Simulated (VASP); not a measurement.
# LiH (Fm-3m) in VASP: a series of runs, part 2 of 2

VASP 6.6.1. The steps go on from the part before.

## Step 3: Relaxation of cell and atoms, PBEsol

This run uses another cell than the first one, of 8.04 Å³/atom.

File INCAR:

```
ALGO = Normal
EDIFF = 1E-6
EDIFFG = -0.005
ENCUT = 600
GGA = PS
IBRION = 2
ISIF = 3
ISMEAR = 0
LASPH = True
LCHARG = False
LREAL = False
LWAVE = False
NELM = 60
NSW = 70
PREC = Accurate
SIGMA = 0.02
```

File KPOINTS:

```
k-points
0
Gamma
  10 10 10
```

File POSCAR:

```
LiH
1.0
    0.0000000000      2.0033987013      2.0033987013
    2.0033987013      0.0000000000      2.0033987013
    2.0033987013      2.0033987013      0.0000000000
Li H
1 1
Direct
    0.0000000000      0.0000000000      0.0000000000
    0.5000000000      0.5000000000      0.5000000000
```

Potentials or basis: VASP PAW PBE potentials, release 64 (Li_sv, H).

The run is started by

```bash
$ cat potpaw_PBE.64/Li_sv/POTCAR potpaw_PBE.64/H/POTCAR > POTCAR
$ mpirun -np 1 vasp_std > vasp.out
```

OUTCAR:

```text
EDIFF = 1E-6
   EDIFFG = -0.005
   ENCUT = 600
   GGA = PS
   IBRION = 2
   ISIF = 3
   ISMEAR = 0
   LASPH = True
   LREAL = False
   NELM = 60
   NSW = 70
   PREC = Accurate

 ion  position               nearest neighbor table
   1  0.000  0.000  0.000-
   2  0.500  0.500  0.500-

  LATTYP: Found a face centered cubic cell.
 ALAT       =     4.0067974026

  Lattice vectors:

 A1 = (   0.0000000000,   2.0033987013,   2.0033987013)
 A2 = (   2.0033987013,   0.0000000000,   2.0033987013)
 A3 = (   2.0033987013,   2.0033987013,   0.0000000000)

Analysis of symmetry for initial positions (statically):
=====================================================================
 Subroutine PRICEL returns:
 Original cell was already a primitive cell.

 Routine SETGRP: Setting up the symmetry group for a
 face centered cubic supercell.

 Subroutine GETGRP returns: Found 48 space group operations
 (whereof 48 operations were pure point group operations)
 out of a pool of 48 trial point group operations.

The static configuration has the point symmetry O_h .

Analysis of symmetry for dynamics (positions and initial velocities):
=====================================================================
 Subroutine PRICEL returns:
 Original cell was already a primitive cell.

 Routine SETGRP: Setting up the symmetry group for a
 face centered cubic supercell.

 Subroutine GETGRP returns: Found 48 space group operations
 (whereof 48 operations were pure point group operations)
 out of a pool of 48 trial point group operations.

The dynamic configuration has the point symmetry O_h .

 Subroutine INISYM returns: Found 48 space group operations
 (whereof 48 operations are pure point group operations),
 and found     1 'primitive' translations

----------------------------------------------------------------------------------------

                                     Primitive cell

  volume of cell :      16.0817

[... 122 lines left out ...]
  energy-cutoff  :      600.00
  volume of cell :       16.08
 maximum number of plane-waves:       548
   NGX = 11   NGY = 11   NGZ = 11

--------------------------------------- Ionic step        1  -------------------------------------------

 number of electron       3.9999995 magnetization

 Free energy of the ion-electron system (eV)
  ---------------------------------------------------
  ext. energy  EPLUGINS =         0.00000000
  ---------------------------------------------------
  free energy    TOTEN  =        -6.12079407 eV

  energy without entropy =       -6.12079407  energy(sigma->0) =       -6.12079407

------------------------ aborting loop because EDIFF is reached ----------------------------------------

  FORCE on cell =-STRESS in cart. coord.  units (eV):
  Direction    XX          YY          ZZ          XY          YZ          ZX
  --------------------------------------------------------------------------------------
  -------------------------------------------------------------------------------------
  Total       -0.0877200     -0.0877200     -0.0877200     -0.0000000      0.0000000      0.0000000
  in kB       -8.7393114     -8.7393114     -8.7393114     -0.0000000      0.0000000      0.0000000
  external PRESSURE =      -8.7393114 kB  Pullay stress =       0.0000000 kB
[... 59 lines left out ...]
--------------------------------------- Ionic step        3  -------------------------------------------

 number of electron       3.9999998 magnetization

 Free energy of the ion-electron system (eV)
  ---------------------------------------------------
  ext. energy  EPLUGINS =         0.00000000
  ---------------------------------------------------
  free energy    TOTEN  =        -6.12185844 eV

  energy without entropy =       -6.12185844  energy(sigma->0) =       -6.12185844

 E-fermi :   0.4610     XC(G=0):  -8.6943

 val. band max:        0.2775564475   @ k =   0.5000   0.5000   0.0000
 cond. band min:       3.0023836755   @ k =   0.5000   0.5000   0.0000
 fundamental gap:      2.7248272280
 Fermi energy:         0.4609842816

 k-point     1 :       0.0000    0.0000    0.0000
  band No.  band energies     occupation
      1     -43.4006      2.00000
      2      -5.3634      2.00000
      3      16.7037      0.00000
      4      18.2600      0.00000
      5      18.2600      0.00000
      6      18.2600      0.00000
[... 199 lines left out ...]
 k-point    24 :       0.4000    0.3000    0.0000
  band No.  band energies     occupation
      1     -43.3429      2.00000
      2      -2.1823      2.00000
      3       6.8980      0.00000
      4      10.6592      0.00000
      5      12.0234      0.00000
      6      16.4823      0.00000

 [... further k-points ...]

------------------------ aborting loop because EDIFF is reached ----------------------------------------

  FORCE on cell =-STRESS in cart. coord.  units (eV):
  Direction    XX          YY          ZZ          XY          YZ          ZX
  --------------------------------------------------------------------------------------
  -------------------------------------------------------------------------------------
  Total       -0.0007290     -0.0007290     -0.0007290      0.0000000     -0.0000000     -0.0000000
  in kB       -0.0744027     -0.0744027     -0.0744027      0.0000000     -0.0000000     -0.0000000
  external PRESSURE =      -0.0744027 kB  Pullay stress =       0.0000000 kB
[... 17 lines left out ...]
  FREE ENERGIE OF THE ION-ELECTRON SYSTEM (eV)
  ---------------------------------------------------
  free  energy   TOTEN  =        -6.1218584372 eV

  energy  without entropy=       -6.1218584372  energy(sigma->0) =       -6.12185844

 reached required accuracy - stopping structural energy minimisation
```

It took 8.5 s on 1 thread of AMD EPYC 7R13 (Zen 3), shared host; peak memory 0.1 GiB.

What came out:

- Free energy: -6.1219 eV
- Relaxed volume: 7.85 Å³/atom
- Relaxed cell: a = 2.811 Å, b = 2.811 Å, c = 2.811 Å, α = 60.00°, β = 60.00°, γ = 60.00°
- Space group after relaxing (to 0.1 Å): Fm-3m (No. 225)
- Energy gained by relaxing: 0.5 meV/atom
- Ionic steps: 3
- Pressure after relaxing: 0.0 GPa
- Band gap on the k mesh: 2.72 eV

The path:
```tsv
step	energy change (eV)	largest force (eV/Å)	pressure (GPa)	volume (Å³)
1	0.0000	0.0000	-0.87	16.08
2	-0.0005	0.0000	-0.65	15.98
3	-0.0011	0.0000	-0.01	15.70
```

Final structure:
```cif
data_structure
_symmetry_space_group_name_H-M 'P 1'
_symmetry_Int_Tables_number 1
_cell_length_a 2.8105
_cell_length_b 2.8105
_cell_length_c 2.8105
_cell_angle_alpha 60.000
_cell_angle_beta 60.000
_cell_angle_gamma 60.000
_cell_volume 15.70
loop_
_atom_site_label
_atom_site_type_symbol
_atom_site_fract_x
_atom_site_fract_y
_atom_site_fract_z
_atom_site_occupancy
Li1 Li 0.00000 0.00000 0.00000 1
H1 H 0.50000 0.50000 0.50000 1
```

Caveat: the cutoff is under 1.25 times the usual one of these potentials, so pressure, stress and relaxed cells hold a basis-set (Pulay) error; the PAW data sets were made with another functional, which shifts forces and pressure a little. A k mesh can miss the band edges.
